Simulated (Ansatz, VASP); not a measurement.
**Two plane-wave programs on BN**

```
B N
1.0
     0.00000    1.76604    1.76604
     1.76604    0.00000    1.76604
     1.76604    1.76604    0.00000
B N
1 1
Cartesian
  0.0000 0.0000 0.0000
  0.8830 0.8830 0.8830
```

Alike in both runs: task single point; functional PBEsol; k mesh 12 × 12 × 12; occupations gaussian, width 0.02 eV; no spin polarisation.

```csv
,VASP,Ansatz
version,VASP 6.6.1,Ansatz 0.2.0
potentials or method,"VASP PAW PBE potentials, release 64 (B, N), cutoff 600 eV","scalar-relativistic, plane waves, PAW"
valence electrons in the cell,8,8
```

Ansatz gave:

- gap on the k mesh at the Fermi level (eV): 4.36
- least direct gap on the mesh (eV): 9.10
- pressure (GPa): 26.7

Problem. What did VASP give for the same quantities?

Solution. gap on the k mesh at the Fermi level (eV): 4.35; least direct gap on the mesh (eV): 9.09; pressure (GPa): 27.3.

VASP's potentials were made for PBE, not for PBEsol. The functional is the same, so the differences come from potentials, cutoffs and numerics.
